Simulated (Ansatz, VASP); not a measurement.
## Nb3RuC in VASP and in Ansatz

```
Nb Ru C
1.0
     3.95695    0.00000    0.00000
     0.00000    3.95695    0.00000
     0.00000    0.00000    3.95695
Nb Ru C
3 1 1
Direct
  0.50000 0.00000 0.50000
  0.50000 0.50000 0.00000
  0.00000 0.50000 0.50000
  0.50000 0.50000 0.50000
  0.00000 0.00000 0.00000
```

Change from the starting cell: species swapped into the KMgH3 type (Pm-3m, No. 221).

Alike in both runs: task relaxation of cell and atoms; functional PBE; k mesh 4 × 4 × 4; occupations gaussian, width 0.1 eV; no spin polarisation.

|  | VASP | Ansatz |
| --- | --- | --- |
| version | VASP 6.6.1 | Ansatz 0.2.0 |
| potentials or method | VASP PAW PBE potentials, release 64 (Nb_sv, Ru_pv, C), cutoff 600 eV | scalar-relativistic, plane waves, PAW |
| valence electrons in the cell | 57 | 59 |

```csv
,VASP,Ansatz,Ansatz less VASP
"gap on the k mesh at the Fermi level, each at its own relaxed structure (eV)",none,none,-
relaxed volume (Å³/atom),21.33,21.36,+0.034
relaxed cell length with the largest relative difference (Å),4.742,4.745,+0.0025
```

A gap of «none» marks a metal or a gap that the smearing closes. VASP's potentials hold 57 valence electrons a cell and Ansatz's 59, so a difference there can come from the potentials and not from the codes.

The k mesh is coarse, so the values compare programs but aren't converged. Noted on VASP's run: the volume moved by over 15 % at a fixed basis, so the end points are rough.
